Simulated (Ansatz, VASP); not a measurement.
One calculation of SrCl2, two programs

File INCAR:

```
PREC = Accurate
ENCUT = 520
EDIFF = 1E-7
ISMEAR = 0
SIGMA = 0.01
LREAL = F
LASPH = T
NELM = 60
ALGO = Normal
ISIF = 2
LWAVE = F
LCHARG = F
GGA = PE
NBANDS = 19
```

Contents of KPOINTS:

```
Automatic mesh
0
Gamma
  4 4 4
```

POSCAR

```
SrCl2
1.0
    0.0000000000      3.4977180859      3.4977180859
    3.4977180859      0.0000000000      3.4977180859
    3.4977180859      3.4977180859      0.0000000000
Sr Cl
1 2
Direct
    0.0000000000      0.0000000000      0.0000000000
    0.2500000000      0.2500000000      0.2500000000
    0.7500000000      0.7500000000      0.7500000000
```

Input for Ansatz:

```yaml
crystal:
  lattice:
    - [0.0, 3.4977180859, 3.4977180859]
    - [3.4977180859, 0.0, 3.4977180859]
    - [3.4977180859, 3.4977180859, 0.0]
  atoms:
    - { symbol: Sr, position: [0.0, 0.0, 0.0] }
    - { symbol: Cl, position: [0.25, 0.25, 0.25] }
    - { symbol: Cl, position: [0.75, 0.75, 0.75] }
kpoints:
  mp_grid: { grid: [4, 4, 4] }
hamiltonian:
  xc: pbe
scf:
  occupations: { method: fixed }
  n_extra_bands: 4
  mixing: { beta: 0.05 }
  max_iter: 76
output:
  forces: true
  stress: true
  eigenvalues: true
```

Alike in both runs: task single point; functional PBE; k mesh 4 × 4 × 4; no spin polarisation.

|  | VASP | Ansatz |
| --- | --- | --- |
| version | VASP 6.6.1 | Ansatz 0.2.0 |
| potentials or method | VASP PAW PBE potentials, release 64 (Sr_sv, Cl) | plane waves |
| plane-wave cutoff (eV) | 520 | 420 |
| occupations | gaussian, width 0.01 eV | fixed |
| valence electrons in the cell | 24 | 24 |

Ansatz gave:

- gap on the k mesh at the Fermi level (eV): 5.31
- pressure (GPa): 0.7

What did VASP give for the same quantities?

gap on the k mesh at the Fermi level (eV): 5.31; pressure (GPa): 0.8.
